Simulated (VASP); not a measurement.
CoNi3W8: single point with PBE

CoNi3W8:

```
CELL_PARAMETERS angstrom
6.89305 0.66925 0.06363
0.67357 6.75587 0.49566
0.06703 0.49717 7.61073
ATOMIC_POSITIONS crystal
W 0.99388 0.02294 0.39569
W 0.74367 0.75457 0.44387
W 0.72429 0.81662 0.09104
W 0.12898 0.62968 0.51672
W 0.60105 0.15016 0.86396
W 0.34554 0.59053 0.84977
W 0.88256 0.41383 0.26299
W 0.98339 0.52914 0.88617
W 0.51475 0.48140 0.56191
W 0.37699 0.94052 0.28068
W 0.10071 0.69780 0.15398
W 0.88455 0.32704 0.63615
W 0.97637 0.12791 0.02724
W 0.97946 0.91733 0.76233
W 0.24593 0.23014 0.72156
W 0.47561 0.54923 0.21296
Ni 0.33520 0.92023 0.95708
Ni 0.60917 0.09039 0.54278
Ni 0.27562 0.29432 0.38003
Ni 0.28971 0.27633 0.06320
Ni 0.33336 0.89014 0.60802
Ni 0.64309 0.76847 0.76827
Co 0.63453 0.17153 0.21460
Co 0.68118 0.43837 0.96297
```

- Program: VASP 6.6.1
- Task: single point
- Functional: PBE
- Potentials or basis: VASP PAW PBE potentials, release 64 (W_sv, Ni, Co)
- Cutoff: 520 eV
- k mesh: 3 × 3 × 4
- Occupations: gaussian, width 0.1 eV
- Spin: no spin polarisation
- Dipole correction: no
- Further INCAR settings: LREAL = Auto; ALGO = Fast; EDIFF = 1e-07; NBANDS = 169

- Pressure: 0.5 GPa
- Largest force: 0.396 eV/Å
- Band gap on the k mesh: zero (bands 151 and 152 overlap by 0.08 eV)

Forces on the atoms (eV/Å):
```
W    0.087  0.060  0.190
W   -0.131 -0.061  0.213
W   -0.096 -0.297 -0.243
W    0.003  0.039 -0.031
W    0.015 -0.132  0.067
W   -0.011 -0.039  0.088
W    0.082  0.117 -0.054
W    0.144 -0.106 -0.029
W   -0.056  0.238 -0.251
W   -0.015 -0.086 -0.095
W    0.083  0.156  0.019
W   -0.158 -0.077 -0.087
W    0.022 -0.072 -0.022
W    0.044  0.010  0.120
W   -0.006 -0.001 -0.034
W   -0.051 -0.039  0.054
Ni   0.071  0.064 -0.120
Ni   0.164  0.068  0.049
Ni  -0.144 -0.093  0.039
Ni   0.053  0.057  0.073
Ni   0.000  0.137 -0.016
Ni  -0.028 -0.044  0.065
Co   0.086 -0.067 -0.130
Co  -0.158  0.171  0.136
```

Stress tensor (GPa, compression positive):
```
0.64 0.18 0.35
0.18 0.63 0.11
0.35 0.11 0.22
```

Levels at points of the mesh, in eV from the Fermi level:
```csv
k point,band 147,band 148,band 149,band 150,band 151,band 152,band 153,band 154,band 155,band 156
"(0.00, 0.00, 0.00)",-0.37,-0.26,-0.20,-0.13,0.02,0.05,0.11,0.16,0.31,0.44
"(0.00, 0.00, 0.50)",-0.41,-0.27,-0.26,-0.10,-0.04,0.07,0.17,0.34,0.46,0.49
```

It took 83 min on 1 thread of Oxide Virtual Turin-like Processor, on a shared host, peak memory 0.85 GiB.

Caveat: spin-orbit coupling is left out, which moves the levels of the heavy elements; the run has no spin polarisation, though such a crystal can be magnetic. Spin polarisation is off, so any magnetic state and its effect on volume and gap are missing.
